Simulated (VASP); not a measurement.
# Cd (I4_1/amd) in VASP: notebook

Cd is run at these levels: PBE; tasks: single point.

Program: VASP 6.6.1. These are calculated values, not measurements. Logs are shortened: lines on timing, memory, paths and dates and some standing lists are left out, and cuts for length are marked.

## 1. The cell of the first run

Symmetry: I4_1/amd, No. 141, tetragonal system. The conventional cell has a = 4.870 Å, b = 4.870 Å, c = 2.504 Å, α = 90.00°, β = 90.00°, γ = 90.00°. Within 3.3 Å of Cd (site symmetry -4m2) lie 10 Cd at 2.50 to 3.07 Å.

## 2. Single point, PBE

Input file INCAR:

```
SYSTEM = Cd
  PREC = Accurate
  ENCUT = 520
  EDIFF = 1E-6
  ISMEAR = -1
  SIGMA = 0.05
  LREAL = .FALSE.
  LASPH = .TRUE.
  NELM = 60
  ALGO = Normal
  ISIF = 2
  LWAVE = .FALSE.
  LCHARG = .FALSE.
  GGA = PE
  NBANDS = 19
```

Input file KPOINTS:

```
Automatic mesh
0
G
  17 17 17
  0 0 0
```

Input file POSCAR:

```
Cd
1.0
   -2.4349355334      2.4349355334      1.2517967484
    2.4349355334     -2.4349355334      1.2517967484
    2.4349355334      2.4349355334     -1.2517967484
Cd
2
Direct
   -0.3750000000     -0.1250000000     -0.2500000000
    0.3750000000      0.1250000000      0.2500000000
```

Potentials or basis: VASP PAW PBE potentials, release 64 (Cd).

Launch:

```sh
$ cat potpaw_PBE.64/Cd/POTCAR > POTCAR
$ mpirun -np 1 vasp_std > vasp.out
```

OUTCAR:

```text
SYSTEM = Cd
   PREC = Accurate
   ENCUT = 520
   EDIFF = 1E-6
   ISMEAR = -1
   LREAL = .FALSE.
   LASPH = .TRUE.
   NELM = 60
   ISIF = 2
   GGA = PE

 ion  position               nearest neighbor table
   1  0.625  0.875  0.750-   2 2.51   2 2.51   2 2.51   2 2.51   2 3.07   2 3.07   2 3.07   2 3.07

   2  0.375  0.125  0.250-   1 2.51   1 2.51   1 2.51   1 2.51   1 3.07   1 3.07   1 3.07   1 3.07

  LATTYP: Found a body centered tetragonal cell.
 ALAT       =     4.8698710668
 C/A-ratio  =     0.5140985177

  Lattice vectors:

 A1 = (  -2.4349355334,   2.4349355334,   1.2517967484)
 A2 = (   2.4349355334,  -2.4349355334,   1.2517967484)
 A3 = (   2.4349355334,   2.4349355334,  -1.2517967484)

Analysis of symmetry for initial positions (statically):
=====================================================================
 Subroutine PRICEL returns:
 Original cell was already a primitive cell.

 Routine SETGRP: Setting up the symmetry group for a
 body centered tetragonal supercell.

 Subroutine GETGRP returns: Found 16 space group operations
 (whereof  4 operations were pure point group operations)
 out of a pool of 16 trial point group operations.

The static configuration has the point symmetry C_2h.
 The point group associated with its full space group is D_4h.

Analysis of symmetry for dynamics (positions and initial velocities):
=====================================================================
 Subroutine PRICEL returns:
 Original cell was already a primitive cell.

 Routine SETGRP: Setting up the symmetry group for a
 body centered tetragonal supercell.

 Subroutine GETGRP returns: Found 16 space group operations
 (whereof  4 operations were pure point group operations)
 out of a pool of 16 trial point group operations.

The dynamic configuration has the point symmetry C_2h.
 The point group associated with its full space group is D_4h.

 Subroutine INISYM returns: Found 16 space group operations
 (whereof  4 operations are pure point group operations),
 and found     1 'primitive' translations

----------------------------------------------------------------------------------------

                                     Primitive cell

  volume of cell :      29.6872

  direct lattice vectors                    reciprocal lattice vectors
    -2.434935533  2.434935533  1.251796748     0.000000000  0.205344246  0.399425866
     2.434935533 -2.434935533  1.251796748     0.205344246  0.000000000  0.399425866
     2.434935533  2.434935533 -1.251796748     0.205344246  0.205344246  0.000000000

  length of vectors
     3.663989247  3.663989247  3.663989247     0.449118338  0.449118338  0.290400617

  position of ions in fractional coordinates (direct lattice)
     0.625000000  0.875000000  0.750000000
     0.375000000  0.125000000  0.250000000

  ion indices of the primitive-cell ions
   primitive index   ion index
                 1           1
                 2           2

----------------------------------------------------------------------------------------

 KPOINTS: Automatic mesh

Automatic generation of k-mesh.
 Grid dimensions read from file:
 generate k-points for:   17   17   17

 Generating k-lattice:

  Cartesian coordinates                     Fractional coordinates (reciprocal lattice)
     0.000000000  0.012079073  0.023495639     0.058823529  0.000000000  0.000000000
     0.012079073  0.000000000  0.023495639     0.000000000  0.058823529  0.000000000
     0.012079073  0.012079073  0.000000000     0.000000000  0.000000000  0.058823529

  Length of vectors
     0.026418726  0.026418726  0.017082389

  Shift w.r.t. Gamma in fractional coordinates (k-lattice)
     0.000000000  0.000000000  0.000000000

 Subroutine IBZKPT returns following result:
 ===========================================

 Found    405 irreducible k-points:

 Following reciprocal coordinates:
            Coordinates               Weight
  0.000000  0.000000  0.000000      1.000000
  0.058824 -0.000000  0.000000      8.000000
  0.117647 -0.000000  0.000000      8.000000
  0.176471 -0.000000  0.000000      8.000000
  0.235294 -0.000000  0.000000      8.000000
  0.294118 -0.000000  0.000000      8.000000
[... 16 lines left out ...]
 -0.176471  0.058824 -0.000000     16.000000
 -0.117647  0.058824  0.000000     16.000000
 [... further k-points ...]
   k-points           NKPTS =    405   k-points in BZ     NKDIM =    405   number of bands    NBANDS=     19
   number of dos      NEDOS =    301   number of ions     NIONS =      2
   total plane-waves  NPLWV =  21952
   dimension x,y,z NGX =    28 NGY =   28 NGZ =   28
   dimension x,y,z NGXF=    56 NGYF=   56 NGZF=   56
   ions per type =               2
   NGX,Y,Z   is equivalent  to a cutoff of  12.70, 12.70, 12.70 a.u.
   NGXF,Y,Z  is equivalent  to a cutoff of  25.41, 25.41, 25.41 a.u.
 SYSTEM =  Cd
   PREC   = accura    normal or accurate (medium, high low for compatibility)
   ISTART =      0    job   : 0-new  1-cont  2-samecut
   ICHARG =      2    charge: 1-file 2-atom 10-const
   ISPIN  =      1    spin polarized calculation?
   LNONCOLLINEAR =      F non collinear calculations
   LSORBIT =      F    spin-orbit coupling
   LASPH  =      T    aspherical Exc in radial PAW
   ENCUT  =  520.0 eV  38.22 Ry    6.18 a.u.   6.81  6.81  6.81*2*pi/ulx,y,z
   NELM   =     60;   NELMIN=  2; NELMDL= -5     # of ELM steps
   EDIFF  = 0.1E-05   stopping-criterion for ELM
   LREAL  =      F    real-space projection
   EDIFFG = 0.1E-04   stopping-criterion for IOM
   NSW    =      0    number of steps for IOM
   IBRION =     -1    ionic relax: 0-MD 1-quasi-New 2-CG
   NFREE  =      0    steps in history (QN), initial steepest desc. (CG)
   ISIF   =      2    stress and relaxation
   ISYM   =      2    0-nonsym 1-usesym 2-fastsym
   POTIM  = 0.5000    time-step for ionic-motion
   TEBEG  =    0.0;   TEEND  =   0.0 temperature during run
   PSTRESS=    0.0 pullay stress
   NELECT =      24.0000    total number of electrons
   NUPDOWN=      -1.0000    fix difference up-down
   EMIN   =  10.00;   EMAX   =-10.00  energy-range for DOS
   EFERMI =   0.00;   METHOD = LEGACY
   ISMEAR =    -1;   SIGMA  =   0.05  broadening in eV -4-tet -1-fermi 0-gaus
   EFERMI_NEDOS =   21; number of points for ismear=-14 and -15
   IALGO  =     38    algorithm
   IMIX   =      4    mixing-type and parameters
     AMIX     =   0.40;   BMIX     =  1.00
     AMIX_MAG =   1.60;   BMIX_MAG =  1.00
  volume/ion in A,a.u.               =      14.84       100.17
  Fermi-wavevector in a.u.,A,eV,Ry     =   1.525067  2.881959 31.644840  2.325830
  Thomas-Fermi vector in A             =   2.633288
   LORBIT       =      0    0 simple, 1 ext, 2 COOP (PROOUT), +10 PAW based schemes
   GGA     = PE    functional components
   LHFCALC =     F    Hartree Fock is set to
   AEXX    =    0.0000 exact exchange contribution
   IVDW    =     0    specifies the selected vdW correction
   LEPSILON=     F    determine dielectric tensor
   LRPA    =     F    only Hartree local field effects (RPA)
 non-spin polarized calculation
  energy-cutoff  :      520.00
  volume of cell :       29.69
 maximum number of plane-waves:       814
   NGX = 13   NGY = 13   NGZ = 13

 number of electron      24.0000004 magnetization

 Free energy of the ion-electron system (eV)
  ---------------------------------------------------
  ext. energy  EPLUGINS =         0.00000000
  ---------------------------------------------------
  free energy    TOTEN  =         2.01257431 eV

  energy without entropy =        2.01766746  energy(sigma->0) =        2.01512088

 E-fermi :   6.6780     XC(G=0): -13.1310

 val. band max:        6.6698661495   @ k =  -0.1765   0.3529   0.1176
 cond. band min:       6.6888947156   @ k =  -0.2353   0.0588   0.0000
 fundamental gap:      0.0190285661
 Fermi energy:         6.6780154949

 k-point     1 :       0.0000    0.0000    0.0000
  band No.  band energies     occupation
      1      -6.0419      2.00000
      2      -5.9809      2.00000
      3      -5.8861      2.00000
      4      -5.6844      2.00000
      5      -5.5067      2.00000
      6      -3.1491      2.00000
[... 11 lines left out ...]
     18      25.3375      0.00000
     19      26.6147      0.00000

 k-point     2 :       0.0588   -0.0000    0.0000
  band No.  band energies     occupation
      1      -5.9999      2.00000
      2      -5.9719      2.00000
      3      -5.7412      2.00000
      4      -5.5693      2.00000
      5      -5.4586      2.00000
      6      -3.3317      2.00000
[... 11 lines left out ...]
     18      24.1080      0.00000
     19      24.4581      0.00000

 k-point     3 :       0.1176   -0.0000    0.0000
  band No.  band energies     occupation
      1      -5.9194      2.00000
      2      -5.8789      2.00000
      3      -5.3642      2.00000
      4      -5.2836      2.00000
      5      -5.2620      2.00000
      6      -3.6450      2.00000
[... 11 lines left out ...]
     18      21.4088      0.00000
     19      22.3827      0.00000

 k-point     4 :       0.1765   -0.0000    0.0000
  band No.  band energies     occupation
      1      -5.8193      2.00000
      2      -5.6964      2.00000
      3      -5.1938      2.00000
      4      -4.8403      2.00000
      5      -4.6329      2.00000
      6      -4.0220      2.00000
[... 11 lines left out ...]
     18      20.4640      0.00000
     19      21.2902      0.00000

 k-point     5 :       0.2353   -0.0000    0.0000
  band No.  band energies     occupation
      1      -5.7000      2.00000
      2      -5.4940      2.00000
      3      -5.1385      2.00000
      4      -4.4162      2.00000
      5      -4.3833      2.00000
      6      -4.0573      2.00000
[... 11 lines left out ...]
     18      18.7187      0.00000
     19      19.3345      0.00000
[... 334 lines left out ...]
      2      -5.4089      2.00000
      3      -5.1598      2.00000
      4      -4.5333      2.00000
      5      -4.2894      2.00000
      6      -4.0660      2.00000
[... 11 lines left out ...]
     18      18.5018      0.00000
     19      19.9770      0.00000

 k-point    22 :      -0.2353    0.0588    0.0000
  band No.  band energies     occupation
      1      -5.7637      2.00000
      2      -5.6071      2.00000
      3      -5.1857      2.00000
      4      -4.8784      2.00000
      5      -4.5773      2.00000
      6      -3.9725      2.00000
[... 11 lines left out ...]
     18      20.2093      0.00000
     19      21.4356      0.00000

 k-point    23 :      -0.1765    0.0588   -0.0000
  band No.  band energies     occupation
      1      -5.8713      2.00000
      2      -5.8024      2.00000
      3      -5.3314      2.00000
      4      -5.2802      2.00000
      5      -5.2074      2.00000
      6      -3.6189      2.00000
[... 11 lines left out ...]
     18      20.8406      0.00000
     19      22.1572      0.00000

 k-point    24 :      -0.1176    0.0588    0.0000
  band No.  band energies     occupation
      1      -5.9458      2.00000
      2      -5.9360      2.00000
      3      -5.6799      2.00000
      4      -5.5810      2.00000
      5      -5.4285      2.00000
      6      -3.3206      2.00000
[... 11 lines left out ...]
     18      23.5454      0.00000
     19      24.1619      0.00000

 [... further k-points ...]
[... 5 lines left out ...]
  --------------------------------------------------------------------------------------
  -------------------------------------------------------------------------------------
  Total       16.1021723     16.1021723     16.1949873      0.0000000      0.0000000      0.0000000
  in kB      869.0130655    869.0130655    874.0221677      0.0000000      0.0000000      0.0000000
  external PRESSURE =     870.6827663 kB  Pullay stress =       0.0000000 kB

 VOLUME and BASIS-vectors are now :
 -----------------------------------------------------------------------------
  energy-cutoff  :      520.00
  volume of cell :       29.69
      direct lattice vectors                 reciprocal lattice vectors
    -2.434935533  2.434935533  1.251796748     0.000000000  0.205344246  0.399425866
     2.434935533 -2.434935533  1.251796748     0.205344246  0.000000000  0.399425866
     2.434935533  2.434935533 -1.251796748     0.205344246  0.205344246  0.000000000

 POSITION                                       TOTAL-FORCE (eV/Angst)
 -----------------------------------------------------------------------------------
      2.43494      1.21747      0.93885         0.000000     -0.000000     -0.000000
      0.00000      1.21747      0.31295        -0.000000      0.000000      0.000000
 -----------------------------------------------------------------------------------
    total drift:                                0.000000      0.000000     -0.000000

  FREE ENERGIE OF THE ION-ELECTRON SYSTEM (eV)
  ---------------------------------------------------
  free  energy   TOTEN  =         2.0125743095 eV

  energy  without entropy=        2.0176674553  energy(sigma->0) =        2.01512088
```

Wall time 1.7 min (1 thread of AMD EPYC 9R45 (Zen 5), shared host); peak memory 0.27 GiB.

Results:

```yaml
Free_energy: 2.0126 eV
Pressure: 87.1 GPa
Band_gap_on_the_k_mesh: zero (bands 12 and 13 overlap by 6.88 eV)
```

Levels at points of the mesh, in eV from the Fermi level:
```
           k point  band 9  band 10  band 11  band 12  band 13  band 14  band 15  band 16
(0.00, 0.00, 0.00)   -9.79    -9.21    -8.49     0.56     0.56     6.17     7.18    13.52
```

Caveat: the cell stands under pressure.

## 3. Single point, PBE

Input file INCAR:

```
PREC = Accurate
ENCUT = 520
EDIFF = 1E-7
ISMEAR = -1
SIGMA = 0.05
LREAL = False
LASPH = True
NELM = 80
ALGO = Normal
ISIF = 2
LWAVE = False
LCHARG = False
GGA = PE
NBANDS = 19
```

Input file KPOINTS:

```
regular mesh
0
Gamma
  17 17 17
```

POSCAR is that of step 2.

Potentials or basis: VASP PAW PBE potentials, release 64 (Cd).

Launch:

```sh
$ cat potpaw_PBE.64/Cd/POTCAR > POTCAR
$ mpirun -np 1 vasp_std > vasp.out
```

It took 1.9 min on 1 thread of AMD EPYC 9R45 (Zen 5), shared host; peak memory 0.27 GiB.

The run converged. Its results:

| Item | Value |
| --- | --- |
| Free energy | 2.0126 eV |
| Pressure | 87.1 GPa |
| Band gap on the k mesh | zero (bands 12 and 13 overlap by 6.88 eV) |

Stress tensor (GPa, compression positive):
```
86.90  0.00  0.00
 0.00 86.90  0.00
 0.00  0.00 87.41
```

Levels at points of the mesh, in eV from the Fermi level:
```csv
k point,band 10,band 11,band 12,band 13,band 14,band 15
"(0.00, 0.00, 0.00)",-9.21,-8.49,0.56,0.56,6.17,7.18
```

Caveat: the cell stands under pressure.
